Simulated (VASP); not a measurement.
# Ni (I4/mmm) in VASP: notebook, part 2 of 2

VASP 6.6.1. Earlier steps stand in the parts before.

## (3) Single point, PBEsol, collinear spin, ferromagnetic start

Input file INCAR:

```
ALGO = Normal
EDIFF = 1E-6
ENCUT = 520
GGA = PS
ISIF = 2
ISMEAR = 0
ISPIN = 2
LASPH = True
LCHARG = False
LMAXMIX = 4
LORBIT = 11
LREAL = False
LWAVE = False
MAGMOM = 0.5
NBANDS = 15
NELM = 150
PREC = Accurate
SIGMA = 0.15
```

Input file KPOINTS:

```
k-points
0
Gamma
  26 26 26
```

Input file POSCAR:

```
Ni
1.0
   -1.2678435891      1.2678435891      1.6481966659
    1.2678435891     -1.2678435891      1.6481966659
    1.2678435891      1.2678435891     -1.6481966659
Ni
1
Direct
    0.0000000000      0.0000000000      0.0000000000
```

Potentials or basis: VASP PAW PBE potentials, release 64 (Ni).

Launch:

```sh
> cat potpaw_PBE.64/Ni/POTCAR > POTCAR
> mpirun -np 1 vasp_std > vasp.out
```

OUTCAR:

```text
EDIFF = 1E-6
   ENCUT = 520
   GGA = PS
   ISIF = 2
   ISMEAR = 0
   ISPIN = 2
   LASPH = True
   LORBIT = 11
   LREAL = False
   NELM = 150
   PREC = Accurate

 ion  position               nearest neighbor table
   1  0.000  0.000  0.000-

  LATTYP: Found a body centered tetragonal cell.
 ALAT       =     2.5356871782
 C/A-ratio  =     1.3000000001

  Lattice vectors:

 A1 = (  -1.2678435891,   1.2678435891,   1.6481966659)
 A2 = (   1.2678435891,  -1.2678435891,   1.6481966659)
 A3 = (   1.2678435891,   1.2678435891,  -1.6481966659)

Analysis of symmetry for initial positions (statically):
=====================================================================
 Subroutine PRICEL returns:
 Original cell was already a primitive cell.

 Routine SETGRP: Setting up the symmetry group for a
 body centered tetragonal supercell.

 Subroutine GETGRP returns: Found 16 space group operations
 (whereof 16 operations were pure point group operations)
 out of a pool of 16 trial point group operations.

The static configuration has the point symmetry D_4h.

Analysis of symmetry for dynamics (positions and initial velocities):
=====================================================================
 Subroutine PRICEL returns:
 Original cell was already a primitive cell.

 Routine SETGRP: Setting up the symmetry group for a
 body centered tetragonal supercell.

 Subroutine GETGRP returns: Found 16 space group operations
 (whereof 16 operations were pure point group operations)
 out of a pool of 16 trial point group operations.

The dynamic configuration has the point symmetry D_4h.

Analysis of structural, dynamic, and magnetic symmetry:
=====================================================================
 Subroutine PRICEL returns:
 Original cell was already a primitive cell.

 Routine SETGRP: Setting up the symmetry group for a
 body centered tetragonal supercell.

 Subroutine GETGRP returns: Found 16 space group operations
 (whereof 16 operations were pure point group operations)
 out of a pool of 16 trial point group operations.

The overall configuration has the point symmetry D_4h.

 Subroutine INISYM returns: Found 16 space group operations
 (whereof 16 operations are pure point group operations),
 and found     1 'primitive' translations

----------------------------------------------------------------------------------------

                                     Primitive cell

  volume of cell :      10.5974

  direct lattice vectors                    reciprocal lattice vectors
    -1.267843589  1.267843589  1.648196666     0.000000000  0.394370413  0.303361856
     1.267843589 -1.267843589  1.648196666     0.394370413  0.000000000  0.303361856
     1.267843589  1.267843589 -1.648196666     0.394370413  0.394370413  0.000000000

  length of vectors
     2.435448004  2.435448004  2.435448004     0.497550438  0.497550438  0.557723987

  position of ions in fractional coordinates (direct lattice)
     0.000000000  0.000000000  0.000000000

  ion indices of the primitive-cell ions
   primitive index   ion index
                 1           1

----------------------------------------------------------------------------------------

 KPOINTS: k-points

Automatic generation of k-mesh.
 Grid dimensions read from file:
 generate k-points for:   26   26   26

[... 73 lines left out ...]
   PSTRESS=    0.0 pullay stress
   NELECT =      10.0000    total number of electrons
   NUPDOWN=      -1.0000    fix difference up-down
   EMIN   =  10.00;   EMAX   =-10.00  energy-range for DOS
   EFERMI =   0.00;   METHOD = LEGACY
   ISMEAR =     0;   SIGMA  =   0.15  broadening in eV -4-tet -1-fermi 0-gaus
   EFERMI_NEDOS =   21; number of points for ismear=-14 and -15
   IALGO  =     38    algorithm
   IMIX   =      4    mixing-type and parameters
     AMIX     =   0.40;   BMIX     =  1.00
     AMIX_MAG =   1.60;   BMIX_MAG =  1.00
  volume/ion in A,a.u.               =      10.60        71.51
  Fermi-wavevector in a.u.,A,eV,Ry     =   1.605738  3.034405 35.081190  2.578395
  Thomas-Fermi vector in A             =   2.702037
   LORBIT       =     11    0 simple, 1 ext, 2 COOP (PROOUT), +10 PAW based schemes
   GGA     = PS    functional components
   LHFCALC =     F    Hartree Fock is set to
   AEXX    =    0.0000 exact exchange contribution
   IVDW    =     0    specifies the selected vdW correction
   LEPSILON=     F    determine dielectric tensor
   LRPA    =     F    only Hartree local field effects (RPA)
 spin polarized calculation
 Gauss-broadening in eV      SIGMA  =   0.15
  energy-cutoff  :      520.00
  volume of cell :       10.60
 maximum number of plane-waves:       298
   NGX =  9   NGY =  9   NGZ =  9

 number of electron      10.0000000 magnetization       0.5000000

 number of electron       9.9999994 magnetization       0.6059968

 Free energy of the ion-electron system (eV)
  ---------------------------------------------------
  ext. energy  EPLUGINS =         0.00000000
  ---------------------------------------------------
  free energy    TOTEN  =        -6.12567111 eV

  energy without entropy =       -6.10555868  energy(sigma->0) =       -6.11561489

 E-fermi :   9.5462     XC(G=0): -13.5910

 val. band max:        9.5458682250   @ k =  -0.3462  -0.3846   0.2692
 cond. band min:       9.5467304023   @ k =  -0.3462  -0.3846   0.0769
 fundamental gap:      0.0008621773
 Fermi energy:         9.5462227211

 spin component 1

 k-point     1 :       0.0000    0.0000    0.0000
  band No.  band energies     occupation
      1       0.3208      1.00000
      2       6.9458      1.00000
      3       6.9458      1.00000
      4       7.4414      1.00000
      5       7.9984      1.00000
      6       8.5449      1.00000
      7      33.6330      0.00000
      8      37.2292      0.00000
      9      37.2292      0.00000
     10      38.2937      0.00000
     11      40.2986      0.00000
     12      40.8203      0.00000
     13      40.8203      0.00000
     14      43.2323      0.00000
[... 403 lines left out ...]
      4       7.7974      1.00000
      5       8.7506      1.00000
      6       9.1302      0.99996
      7      17.6593      0.00000
      8      31.0704      0.00000
      9      33.1459      0.00000
     10      36.9978      0.00000
     11      37.4840      0.00000
     12      39.4658      0.00000
     13      44.0299      0.00000
     14      51.6301      0.00000
     15      53.9397      0.00000

 [... further k-points ...]

 spin component 2

 k-point     1 :       0.0000    0.0000    0.0000
  band No.  band energies     occupation
      1       0.3115      1.00000
      2       7.6472      1.00000
      3       7.6472      1.00000
      4       8.1323      1.00000
      5       8.6017      1.00000
      6       9.1287      0.99996
      7      33.5273      0.00000
      8      37.2057      0.00000
      9      37.2057      0.00000
     10      38.3358      0.00000
     11      40.3758      0.00000
     12      40.9573      0.00000
     13      40.9573      0.00000
     14      43.1472      0.00000
[... 403 lines left out ...]
      4       8.0731      1.00000
      5       9.4441      0.83228
      6       9.7999      0.00838
      7      17.9460      0.00000
      8      31.0490      0.00000
      9      33.2162      0.00000
     10      37.0539      0.00000
     11      37.5601      0.00000
     12      39.5242      0.00000
     13      44.1232      0.00000
     14      51.8098      0.00000
     15      54.2454      0.00000

 [... further k-points ...]

------------------------ aborting loop because EDIFF is reached ----------------------------------------

  FORCE on cell =-STRESS in cart. coord.  units (eV):
  Direction    XX          YY          ZZ          XY          YZ          ZX
  --------------------------------------------------------------------------------------
  -------------------------------------------------------------------------------------
  Total       -0.4436075     -0.4436075      0.0708199      0.0000000      0.0000000      0.0000000
  in kB      -67.0670315    -67.0670315     10.7069470      0.0000000      0.0000000      0.0000000
  external PRESSURE =     -41.1423720 kB  Pullay stress =       0.0000000 kB

 VOLUME and BASIS-vectors are now :
 -----------------------------------------------------------------------------
  energy-cutoff  :      520.00
  volume of cell :       10.60
      direct lattice vectors                 reciprocal lattice vectors
    -1.267843589  1.267843589  1.648196666     0.000000000  0.394370413  0.303361856
     1.267843589 -1.267843589  1.648196666     0.394370413  0.000000000  0.303361856
     1.267843589  1.267843589 -1.648196666     0.394370413  0.394370413  0.000000000

 POSITION                                       TOTAL-FORCE (eV/Angst)
 -----------------------------------------------------------------------------------
      0.00000      0.00000      0.00000         0.000000      0.000000      0.000000
 -----------------------------------------------------------------------------------
    total drift:                                0.000000     -0.000000      0.000000

  FREE ENERGIE OF THE ION-ELECTRON SYSTEM (eV)
  ---------------------------------------------------
  free  energy   TOTEN  =        -6.1256711105 eV

  energy  without entropy=       -6.1055586792  energy(sigma->0) =       -6.11561489

 total charge

# of ion       s       p       d       tot
------------------------------------------
    1        0.511   0.526   8.326   9.363

 magnetization (x)

# of ion       s       p       d       tot
------------------------------------------
    1       -0.006  -0.023   0.643   0.613
```

stdout:

```text
POSCAR found type information on POSCAR Ni
 POSCAR found :  1 types and       1 ions
 scaLAPACK will be used
 -----------------------------------------------------------------------------
|                                                                             |
|                                                                             |
|     You enforced a specific xc type in the INCAR file but a different       |
|     I HOPE YOU KNOW WHAT YOU ARE DOING!                                     |
|                                                                             |
 -----------------------------------------------------------------------------

 LDA part: xc-table for (Slater+PW92), standard interpolation
 POSCAR, INCAR and KPOINTS ok, starting setup
 FFT: planning ... GRIDC
 FFT: planning ... GRID_SOFT
 FFT: planning ... GRID
 WAVECAR not read
 entering main loop
```

Wall time 6.6 min (1 thread of Oxide Virtual Turin-like, shared host); peak memory 0.36 GiB.

What came out:

- Free energy: -6.1257 eV
- Pressure: -4.1 GPa
- Net moment: 0.61 μB per cell
- Site moments: Ni +0.61 μB
- Valence electrons inside the program's atomic spheres: Ni 9.36

Stress tensor (GPa, compression positive):
```
-6.71  0.00  0.00
 0.00 -6.71  0.00
 0.00  0.00  1.07
```

Caveat: the stress differs along the axes, from -7 to 1 GPa; the PAW data sets were made with another functional, which shifts forces and pressure a little.
